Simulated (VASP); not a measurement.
CaO:

```xyz
2
Lattice="-0.0980 2.4000 2.4000 2.4000 -0.0980 2.4000 2.4000 2.4000 -0.0980" Properties=species:S:1:pos:R:3 pbc="T T T"
Ca    0.0000    0.0000    0.0000
O     2.3510    2.3510    2.3510
```

Base run:

```yaml
Program: VASP 6.6.1
Functional: RPBE
Potentials_or_basis: VASP PAW PBE potentials, release 64 (Ca_sv, O)
Cutoff: 520 eV
k_mesh: 9 × 9 × 9
Occupations: fermi-dirac, width 0.03 eV
Spin: no spin polarisation
```

Its results: band gap on the k mesh 3.65 eV (least direct gap 4.07 eV); pressure 0.0 GPa.

Problem. The run is repeated on the same cell with these changes: functional from RPBE to PBE. What comes out?

Solution. Band gap on the k mesh 3.55 eV (least direct gap 3.96 eV); pressure -3.5 GPa.

PBE binds more tightly than RPBE, so the same cell stands under less pressure.

Caveats: the PAW data sets were made with another functional, which shifts forces and pressure a little (at least some runs); the cell stands under tension (at least some runs).

A k mesh can miss the band edges.
